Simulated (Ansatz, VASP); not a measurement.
CdS: VASP beside Ansatz

File POSCAR:

```
CdS
1.0
    4.2463012089      0.0000000000      0.0000000000
   -2.1231506044      3.6774047191      0.0000000000
    0.0000000000      0.0000000000      6.8986753010
Cd S
2 2
Direct
    0.3333333333      0.6666666667     -0.0009650882
    0.6666666667      0.3333333333      0.4990349118
    0.3333333333      0.6666666667      0.3759650882
    0.6666666667      0.3333333333      0.8759650882
```

INCAR.step1

```
SYSTEM = CdS
PREC = Accurate
ENCUT = 700
ISMEAR = 0
SIGMA = 0.01
LREAL = .False.
LASPH = .True.
NELM = 120
NBANDS = 34
GGA = PE
ALGO = Normal
EDIFF = 1E-5
LWAVE = .True.
LCHARG = .False.
GGA_COMPAT = .False.
```

File INCAR.step2:

```
SYSTEM = CdS
PREC = Accurate
ENCUT = 700
EDIFF = 1E-6
ISMEAR = 0
SIGMA = 0.01
LREAL = .False.
LASPH = .True.
NELM = 120
ALGO = Normal
ISIF = 2
LWAVE = .False.
LCHARG = .False.
METAGGA = R2SCAN
LMIXTAU = .True.
NBANDS = 34
ISTART = 1
GGA_COMPAT = .False.
```

File KPOINTS:

```
Automatic mesh
0
Gamma
  6 6 4
  0 0 0
```

Input for Ansatz:

```yaml
crystal:
  lattice:
    - [4.2463012089, 0.0, 0.0]
    - [-2.1231506044, 3.6774047191, 0.0]
    - [0.0, 0.0, 6.898675301]
  atoms:
    - { symbol: Cd, position: [0.3333333333, 0.6666666667, -0.0009650882] }
    - { symbol: Cd, position: [0.6666666667, 0.3333333333, 0.4990349118] }
    - { symbol: S, position: [0.3333333333, 0.6666666667, 0.3759650882] }
    - { symbol: S, position: [0.6666666667, 0.3333333333, 0.8759650882] }
kpoints:
  mp_grid: { grid: [6, 6, 4] }
hamiltonian:
  xc: r2scan
scf:
  occupations: { method: fixed }
  n_extra_bands: 5
output:
  forces: true
  stress: true
  eigenvalues: true
```

Alike in both runs: task single point; functional r2SCAN; k mesh 6 × 6 × 4; no spin polarisation.

```csv
,VASP,Ansatz
version,VASP 6.6.1,Ansatz 0.2.0
potentials or method,"VASP PAW PBE potentials, release 64 (Cd_sv_GW, S)","plane waves, PAW"
plane-wave cutoff (eV),700,500
occupations,"gaussian, width 0.01 eV",fixed
valence electrons in the cell,52,52
```

|  | VASP | Ansatz | Ansatz less VASP |
| --- | --- | --- | --- |
| gap on the k mesh at the Fermi level (eV) | 1.49 | 1.49 | 0.000 |
| pressure (GPa) | -3.2 | -3.1 | +0.07 |

VASP's potentials were made for PBE, not for r2SCAN.
